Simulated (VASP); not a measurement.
Set up this calculation in VASP 6.6.1, as the native input.

```
Task                   : single point
Functional             : LDA
Potentials or basis    : VASP PAW LDA potentials, release 64 (Mg, S)
Cutoff                 : 600 eV
k mesh                 : 8 × 8 × 8
Occupations            : gaussian, width 0.02 eV
Spin                   : no spin polarisation
Dipole correction      : no
Further INCAR settings : ALGO = Normal; EDIFF = 1e-06; NBANDS = 11
```

The structure of MgS (l.bB) lies in POSCAR:

```
MgS
1.0
    0.0000000000      2.7969475071      2.7969475071
    2.7969475071      0.0000000000      2.7969475071
    2.7969475071      2.7969475071      0.0000000000
Mg S
1 1
Direct
    0.0000000000      0.0000000000      0.0000000000
    0.2500000000      0.2500000000      0.2500000000
```

These files were run (other wordings do the same):

INCAR

```
ALGO = Normal
EDIFF = 1E-6
ENCUT = 600
GGA_COMPAT = False
ISIF = 2
ISMEAR = 0
LASPH = True
LCHARG = False
LREAL = False
LWAVE = False
NBANDS = 11
NELM = 120
PREC = Accurate
SIGMA = 0.02
```

KPOINTS

```
k-points
0
Gamma
  8 8 8
```

Potentials or basis: VASP PAW LDA potentials, release 64 (Mg, S).

Run with:

```console
$ cat potpaw_LDA.64/Mg/POTCAR potpaw_LDA.64/S/POTCAR > POTCAR
$ mpirun -np 1 vasp_std > vasp.out
```

It gave:

```yaml
Pressure: -0.3 GPa
Band_gap_on_the_k_mesh: 3.38 eV, direct
```

It took 19 s on 1 thread of Intel Xeon 8259CL, with other jobs on the host, peak memory 0.16 GiB.
